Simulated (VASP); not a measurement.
# SrO (Pm-3m) in VASP: further runs

The runs below take SrO through single point, with PBE, r2SCAN.

Everything below comes from runs of VASP 6.6.1. Logs are shortened: lines on timing, memory, paths and dates and some standing lists are left out, and cuts for length are marked.

**1. The cell of the first run**

The structure is cubic, space group Pm-3m (No. 221). The conventional cell has a = 3.037 Å, b = 3.037 Å, c = 3.037 Å, α = 90.00°, β = 90.00°, γ = 90.00°. Within 3.5 Å of Sr (site symmetry m-3m) lie 8 O at 2.63 Å and 6 Sr at 3.04 Å. O (site symmetry m-3m) has 8 Sr at 2.63 Å and 6 O at 3.04 Å within 3.5 Å.

**2. Single point, PBE (strain -2.1%)**

Contents of INCAR:

```
SYSTEM = SrO
  PREC = Accurate
  ENCUT = 520
  EDIFF = 1E-7
  ISMEAR = -1
  SIGMA = 0.02
  LREAL = .False.
  LASPH = .True.
  NELM = 60
  ALGO = Normal
  ISIF = 2
  LWAVE = .False.
  LCHARG = .False.
  GGA = PE
  NBANDS = 15
```

Contents of KPOINTS:

```
regular mesh
0
Gamma
  8 8 8
  0 0 0
```

Contents of POSCAR:

```
SrO
1.0
    3.0367740437      0.0000000000      0.0000000000
    0.0000000000      3.0367740437      0.0000000000
    0.0000000000      0.0000000000      3.0367740437
Sr O
1 1
Direct
    0.0000000000      0.0000000000      0.0000000000
    0.5000000000      0.5000000000      0.5000000000
```

Potentials or basis: VASP PAW PBE potentials, release 64 (Sr_sv, O).

Started as:

```console
$ cat potpaw_PBE.64/Sr_sv/POTCAR potpaw_PBE.64/O/POTCAR > POTCAR
$ mpirun -np 1 vasp_std > vasp.out
```

OUTCAR:

```text
SYSTEM = SrO
   PREC = Accurate
   ENCUT = 520
   EDIFF = 1E-7
   ISMEAR = -1
   LREAL = .False.
   LASPH = .True.
   NELM = 60
   ISIF = 2
   GGA = PE

 ion  position               nearest neighbor table
   1  0.000  0.000  0.000-   2 2.63   2 2.63   2 2.63   2 2.63   2 2.63   2 2.63   2 2.63   2 2.63

   2  0.500  0.500  0.500-   1 2.63   1 2.63   1 2.63   1 2.63   1 2.63   1 2.63   1 2.63   1 2.63

  LATTYP: Found a simple cubic cell.
 ALAT       =     3.0367740437

  Lattice vectors:

 A1 = (   3.0367740437,   0.0000000000,   0.0000000000)
 A2 = (   0.0000000000,   3.0367740437,   0.0000000000)
 A3 = (   0.0000000000,   0.0000000000,   3.0367740437)

Analysis of symmetry for initial positions (statically):
=====================================================================
 Subroutine PRICEL returns:
 Original cell was already a primitive cell.

 Routine SETGRP: Setting up the symmetry group for a
 simple cubic supercell.

 Subroutine GETGRP returns: Found 48 space group operations
 (whereof 48 operations were pure point group operations)
 out of a pool of 48 trial point group operations.

The static configuration has the point symmetry O_h .

Analysis of symmetry for dynamics (positions and initial velocities):
=====================================================================
 Subroutine PRICEL returns:
 Original cell was already a primitive cell.

 Routine SETGRP: Setting up the symmetry group for a
 simple cubic supercell.

 Subroutine GETGRP returns: Found 48 space group operations
 (whereof 48 operations were pure point group operations)
 out of a pool of 48 trial point group operations.

The dynamic configuration has the point symmetry O_h .

 Subroutine INISYM returns: Found 48 space group operations
 (whereof 48 operations are pure point group operations),
 and found     1 'primitive' translations

----------------------------------------------------------------------------------------

                                     Primitive cell

  volume of cell :      28.0051

  direct lattice vectors                    reciprocal lattice vectors
     3.036774044  0.000000000  0.000000000     0.329296808  0.000000000  0.000000000
     0.000000000  3.036774044  0.000000000     0.000000000  0.329296808  0.000000000
     0.000000000  0.000000000  3.036774044     0.000000000  0.000000000  0.329296808

  length of vectors
     3.036774044  3.036774044  3.036774044     0.329296808  0.329296808  0.329296808

  position of ions in fractional coordinates (direct lattice)
     0.000000000  0.000000000  0.000000000
     0.500000000  0.500000000  0.500000000

  ion indices of the primitive-cell ions
   primitive index   ion index
                 1           1
                 2           2

----------------------------------------------------------------------------------------

 KPOINTS: regular mesh

Automatic generation of k-mesh.
 Grid dimensions read from file:
 generate k-points for:    8    8    8

 Generating k-lattice:

  Cartesian coordinates                     Fractional coordinates (reciprocal lattice)
     0.041162101  0.000000000  0.000000000     0.125000000  0.000000000  0.000000000
     0.000000000  0.041162101  0.000000000     0.000000000  0.125000000  0.000000000
     0.000000000  0.000000000  0.041162101     0.000000000  0.000000000  0.125000000

  Length of vectors
     0.041162101  0.041162101  0.041162101

  Shift w.r.t. Gamma in fractional coordinates (k-lattice)
     0.000000000  0.000000000  0.000000000

 Subroutine IBZKPT returns following result:
 ===========================================

 Found     35 irreducible k-points:

 Following reciprocal coordinates:
            Coordinates               Weight
  0.000000  0.000000  0.000000      1.000000
  0.125000  0.000000  0.000000      6.000000
  0.250000  0.000000  0.000000      6.000000
  0.375000  0.000000  0.000000      6.000000
  0.500000  0.000000  0.000000      3.000000
  0.125000  0.125000  0.000000     12.000000
[... 16 lines left out ...]
  0.375000  0.375000  0.125000     24.000000
  0.500000  0.375000  0.125000     24.000000
 [... further k-points ...]
   k-points           NKPTS =     35   k-points in BZ     NKDIM =     35   number of bands    NBANDS=     15
   number of dos      NEDOS =    301   number of ions     NIONS =      2
   total plane-waves  NPLWV =  13824
   dimension x,y,z NGX =    24 NGY =   24 NGZ =   24
   dimension x,y,z NGXF=    48 NGYF=   48 NGZF=   48
   ions per type =               1   1
   NGX,Y,Z   is equivalent  to a cutoff of  13.14, 13.14, 13.14 a.u.
   NGXF,Y,Z  is equivalent  to a cutoff of  26.28, 26.28, 26.28 a.u.
 SYSTEM =  SrO
   PREC   = accura    normal or accurate (medium, high low for compatibility)
   ISTART =      0    job   : 0-new  1-cont  2-samecut
   ICHARG =      2    charge: 1-file 2-atom 10-const
   ISPIN  =      1    spin polarized calculation?
   LNONCOLLINEAR =      F non collinear calculations
   LSORBIT =      F    spin-orbit coupling
   LASPH  =      T    aspherical Exc in radial PAW
   ENCUT  =  520.0 eV  38.22 Ry    6.18 a.u.   5.65  5.65  5.65*2*pi/ulx,y,z
   NELM   =     60;   NELMIN=  2; NELMDL= -5     # of ELM steps
   EDIFF  = 0.1E-06   stopping-criterion for ELM
   LREAL  =      F    real-space projection
   EDIFFG = 0.1E-05   stopping-criterion for IOM
   NSW    =      0    number of steps for IOM
   IBRION =     -1    ionic relax: 0-MD 1-quasi-New 2-CG
   NFREE  =      0    steps in history (QN), initial steepest desc. (CG)
   ISIF   =      2    stress and relaxation
   ISYM   =      2    0-nonsym 1-usesym 2-fastsym
   POTIM  = 0.5000    time-step for ionic-motion
   TEBEG  =    0.0;   TEEND  =   0.0 temperature during run
   PSTRESS=    0.0 pullay stress
   NELECT =      16.0000    total number of electrons
   NUPDOWN=      -1.0000    fix difference up-down
   EMIN   =  10.00;   EMAX   =-10.00  energy-range for DOS
   EFERMI =   0.00;   METHOD = LEGACY
   ISMEAR =    -1;   SIGMA  =   0.02  broadening in eV -4-tet -1-fermi 0-gaus
   EFERMI_NEDOS =   21; number of points for ismear=-14 and -15
   IALGO  =     38    algorithm
   IMIX   =      4    mixing-type and parameters
     AMIX     =   0.40;   BMIX     =  1.00
     AMIX_MAG =   1.60;   BMIX_MAG =  1.00
  volume/ion in A,a.u.               =      14.00        94.49
  Fermi-wavevector in a.u.,A,eV,Ry     =   1.358425  2.567051 25.107084  1.845319
  Thomas-Fermi vector in A             =   2.485259
   LORBIT       =      0    0 simple, 1 ext, 2 COOP (PROOUT), +10 PAW based schemes
   GGA     = PE    functional components
   LHFCALC =     F    Hartree Fock is set to
   AEXX    =    0.0000 exact exchange contribution
   IVDW    =     0    specifies the selected vdW correction
   LEPSILON=     F    determine dielectric tensor
   LRPA    =     F    only Hartree local field effects (RPA)
 non-spin polarized calculation
  energy-cutoff  :      520.00
  volume of cell :       28.01
 maximum number of plane-waves:       770
 NGX is ok and might be reduce to    24
   NGX = 11   NGY = 11   NGZ = 11

 number of electron      16.0000005 magnetization

 Free energy of the ion-electron system (eV)
  ---------------------------------------------------
  ext. energy  EPLUGINS =         0.00000000
  ---------------------------------------------------
  free energy    TOTEN  =       -11.12439983 eV

  energy without entropy =      -11.12439983  energy(sigma->0) =      -11.12439983

 E-fermi :   3.9292     XC(G=0): -11.1580

 val. band max:        3.5001283441   @ k =   0.5000   0.5000   0.0000
 cond. band min:       6.2314436492   @ k =   0.0000   0.0000   0.0000
 fundamental gap:      2.7313153052
 Fermi energy:         3.9291606122

 k-point     1 :       0.0000    0.0000    0.0000
  band No.  band energies     occupation
      1     -30.2421      2.00000
      2     -12.3178      2.00000
      3     -11.2797      2.00000
      4     -11.2797      2.00000
      5     -11.2797      2.00000
      6       3.4815      2.00000
      7       3.4815      2.00000
      8       3.4815      2.00000
      9       6.2314      0.00000
     10       6.2314      0.00000
     11       8.9640      0.00000
     12      14.5860      0.00000
     13      14.5860      0.00000
     14      14.5860      0.00000
     15      23.8067      0.00000

 k-point     2 :       0.1250    0.0000    0.0000
  band No.  band energies     occupation
      1     -30.2018      2.00000
      2     -12.7992      2.00000
      3     -11.2437      2.00000
      4     -11.2437      2.00000
      5     -10.9933      2.00000
      6       2.8303      2.00000
      7       3.3837      2.00000
      8       3.3837      2.00000
      9       6.3798      0.00000
     10       7.0591      0.00000
     11       9.6493      0.00000
     12      14.3124      0.00000
     13      14.3124      0.00000
     14      14.6707      0.00000
     15      21.5786      0.00000

 k-point     3 :       0.2500    0.0000    0.0000
  band No.  band energies     occupation
      1     -30.1025      2.00000
      2     -13.6242      2.00000
      3     -11.1549      2.00000
      4     -11.1549      2.00000
      5     -10.5938      2.00000
      6       1.6698      2.00000
      7       3.1385      2.00000
      8       3.1385      2.00000
      9       6.7758      0.00000
     10       8.9626      0.00000
     11      11.2386      0.00000
     12      13.8063      0.00000
     13      13.8063      0.00000
     14      14.8854      0.00000
     15      18.9371      0.00000
[... 343 lines left out ...]
 k-point    23 :       0.3750    0.3750    0.1250
  band No.  band energies     occupation
      1     -29.7450      2.00000
      2     -13.3477      2.00000
      3     -12.6985      2.00000
      4     -11.2747      2.00000
      5     -11.0960      2.00000
      6       1.6617      2.00000
      7       2.1158      2.00000
      8       2.9445      2.00000
      9       8.9542      0.00000
     10       9.5723      0.00000
     11      11.7571      0.00000
     12      12.1892      0.00000
     13      14.0784      0.00000
     14      16.5497      0.00000
     15      21.1190      0.00000

 k-point    24 :       0.5000    0.3750    0.1250
  band No.  band energies     occupation
      1     -29.7060      2.00000
      2     -13.3226      2.00000
      3     -12.6650      2.00000
      4     -11.4908      2.00000
      5     -11.1500      2.00000
      6       1.8264      2.00000
      7       1.9151      2.00000
      8       2.9756      2.00000
      9       8.8760      0.00000
     10       9.2980      0.00000
     11      11.7599      0.00000
     12      11.7741      0.00000
     13      15.0178      0.00000
     14      18.4261      0.00000
     15      19.6560      0.00000

 [... further k-points ...]
[... 5 lines left out ...]
  --------------------------------------------------------------------------------------
  -------------------------------------------------------------------------------------
  Total        1.9876383      1.9876383      1.9876383      0.0000000      0.0000000     -0.0000000
  in kB      113.7130985    113.7130985    113.7130985      0.0000000      0.0000000     -0.0000000
  external PRESSURE =     113.7130985 kB  Pullay stress =       0.0000000 kB

 VOLUME and BASIS-vectors are now :
 -----------------------------------------------------------------------------
  energy-cutoff  :      520.00
  volume of cell :       28.01
      direct lattice vectors                 reciprocal lattice vectors
     3.036774044  0.000000000  0.000000000     0.329296808  0.000000000  0.000000000
     0.000000000  3.036774044  0.000000000     0.000000000  0.329296808  0.000000000
     0.000000000  0.000000000  3.036774044     0.000000000  0.000000000  0.329296808

 POSITION                                       TOTAL-FORCE (eV/Angst)
 -----------------------------------------------------------------------------------
      0.00000      0.00000      0.00000         0.000000      0.000000      0.000000
      1.51839      1.51839      1.51839         0.000000      0.000000      0.000000
 -----------------------------------------------------------------------------------
    total drift:                                0.000000      0.000000     -0.000000

  FREE ENERGIE OF THE ION-ELECTRON SYSTEM (eV)
  ---------------------------------------------------
  free  energy   TOTEN  =       -11.1243998299 eV

  energy  without entropy=      -11.1243998298  energy(sigma->0) =      -11.12439983
```

Run time: 4.9 s. Hardware: 1 thread of Intel Xeon 6975P-C (Granite Rapids), shared host; peak memory 0.14 GiB.

Results:

```yaml
Free_energy: -11.1244 eV
Pressure: 11.4 GPa
Band_gap_on_the_k_mesh: 2.73 eV, indirect (least direct gap 2.75 eV)
```

Caveat: the cell differs from its parent crystal (strain -2.1%). A k mesh can miss the band edges.

**3. Single point, r2SCAN (strain -2.1%)**

POSCAR is that of step 2.

Contents of INCAR.step1:

```
SYSTEM = SrO
PREC = Accurate ; ENCUT = 520
ISMEAR = 0 ; SIGMA = 0.01
LREAL = .False. ; LASPH = .True.
NELM = 80 ; NBANDS = 15
GGA = PE ; ALGO = Normal
EDIFF = 1E-4 ; LWAVE = .True.
LCHARG = .False.
```

Contents of INCAR.step2:

```
SYSTEM = SrO
PREC = Accurate ; ENCUT = 520
EDIFF = 1E-7 ; ISMEAR = 0
SIGMA = 0.01 ; LREAL = .False.
LASPH = .True. ; NELM = 80
ALGO = Normal ; ISIF = 2
LWAVE = .False. ; LCHARG = .True.
METAGGA = R2SCAN ; LMIXTAU = .True.
LELF = .True. ; LVHAR = .True.
NBANDS = 15 ; ISTART = 1
```

KPOINTS is that of step 2.

Potentials or basis: VASP PAW PBE potentials, release 64 (Sr_sv, O).

Started as:

```console
$ cat potpaw_PBE.64/Sr_sv/POTCAR potpaw_PBE.64/O/POTCAR > POTCAR
$ cp INCAR.step1 INCAR
$ mpirun -np 1 vasp_std > vasp.out
$ cp INCAR.step2 INCAR
$ mpirun -np 1 vasp_std > vasp.out
```

It took 17 s on 1 thread of Intel Xeon 6975P-C (Granite Rapids), shared host; peak memory 0.15 GiB.

It converged, with:

```
Free energy            : -26.2332 eV
Pressure               : 8.6 GPa
Band gap on the k mesh : 3.24 eV, indirect (least direct gap 3.25 eV)
```

Levels at points of the mesh, in eV from the valence-band top:
```csv
k point,band 4,band 5,band 6,band 7,band 8,band 9,band 10,band 11,band 12,band 13
"(0.00, 0.00, 0.00)",-15.32,-15.32,-0.01,-0.01,-0.01,3.24,3.24,6.43,11.70,11.70
"(0.50, 0.00, 0.00)",-15.07,-14.43,-3.03,-0.72,-0.72,4.47,8.60,10.51,10.51,12.33
"(0.50, 0.50, 0.00)",-16.44,-14.88,-1.21,-1.21,0.00,5.01,5.43,8.47,8.47,14.34
"(0.50, 0.50, 0.50)",-16.59,-16.01,-3.22,-3.22,-3.22,9.51,9.51,9.51,14.65,14.65
```

Caveat: the cell differs from its parent crystal (strain -2.1%); the PAW data sets were made with another functional, which shifts forces and pressure a little. A k mesh can miss the band edges.
